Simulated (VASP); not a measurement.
H8CO6, 15 atoms in the cell. The cell holds an amorphous packing of atoms, 15 atoms: a = 5.708 Å, b = 5.708 Å, c = 5.708 Å, α = 90.00°, β = 90.00°, γ = 90.00°. 

```yaml
Program: VASP 6.6.1
Task: single point
Functional: PBE
Potentials_or_basis: VASP PAW PBE potentials, release 64 (O, H, C)
Cutoff: 520 eV
k_mesh: 1 × 1 × 1
Occupations: fermi-dirac, width 0.05 eV
Spin: no spin polarisation
Dipole_correction: no
Further_INCAR_settings: ALGO = Normal; EDIFF = 1e-06; NBANDS = 37
```

Potentials or basis: VASP PAW PBE potentials, release 64 (O, H, C).

The run is started by

```sh
$ cat potpaw_PBE.64/O/POTCAR potpaw_PBE.64/H/POTCAR potpaw_PBE.64/C/POTCAR > POTCAR
$ mpirun -np 1 vasp_gam > vasp.out
```

Hardware: 1 thread of Intel(R) Xeon(R) Platinum 8559C (Emerald Rapids), with other jobs on the host.

**Question.** How long does it take, and how much memory?

**Answer.** Run time: 12 s on 1 thread of Intel(R) Xeon(R) Platinum 8559C (Emerald Rapids), on a shared host, peak memory 0.24 GiB. Counts: scf iterations 15, k points 1.
